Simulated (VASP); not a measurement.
**N: single point with PBE**

System: N.

```
CELL_PARAMETERS angstrom
7.03385 0.00000 0.00000
0.00000 7.03385 0.00000
0.00000 0.00000 7.03385
ATOMIC_POSITIONS crystal
N 0.92106 0.93735 0.21543
N 0.88994 0.99825 0.07431
N 0.67552 0.41561 0.53408
N 0.67612 0.31831 0.41089
N 0.01730 0.62500 0.79783
N 0.99925 0.72473 0.67820
N 0.42239 0.90001 0.31277
N 0.38613 0.76902 0.39086
N 0.42853 0.93515 0.85523
N 0.43609 0.08208 0.80124
N 0.18192 0.35559 0.27308
N 0.25403 0.37980 0.13574
```

| Quantity | Value |
| --- | --- |
| Program | VASP 6.6.1 |
| Task | single point |
| Functional | PBE |
| Potentials or basis | VASP PAW PBE potentials, release 64 (N_h) |
| Cutoff | 1000 eV |
| k mesh | 1 × 1 × 1 |
| Occupations | fermi-dirac, width 0.05 eV |
| Spin | no spin polarisation |

```yaml
Pressure: 0.1 GPa
Largest_force: 0.252 eV/Å
```

Forces on the atoms (eV/Å):
```
N   -0.025  0.015 -0.083
N    0.007 -0.025  0.075
N   -0.008 -0.168 -0.187
N    0.013  0.167  0.181
N   -0.012  0.028 -0.047
N    0.021 -0.032  0.047
N   -0.011 -0.021  0.022
N    0.018  0.027 -0.014
N    0.005 -0.013  0.006
N    0.006  0.025 -0.011
N    0.089  0.036 -0.214
N   -0.103 -0.039  0.225
```

Stress tensor (GPa, compression positive):
```
0.15 0.07 0.08
0.07 0.22 0.05
0.08 0.05 0.05
```

Levels at points of the mesh, in eV from the Fermi level:
| k point | band 26 | band 27 | band 28 | band 29 | band 30 | band 31 | band 32 | band 33 | band 34 | band 35 |
| --- | --- | --- | --- | --- | --- | --- | --- | --- | --- | --- |
| (0.00, 0.00, 0.00) | -1.51 | -1.40 | -1.39 | -1.34 | -1.27 | 6.32 | 6.48 | 6.54 | 6.63 | 6.66 |

Wall time 35 s on 1 thread of Intel(R) Xeon(R) 6975P-C (Granite Rapids) (shared host), peak memory 0.9 GiB.

Caveat: the k points lie up to 0.89 Å⁻¹ apart, too coarse for converged energies, forces and pressures.
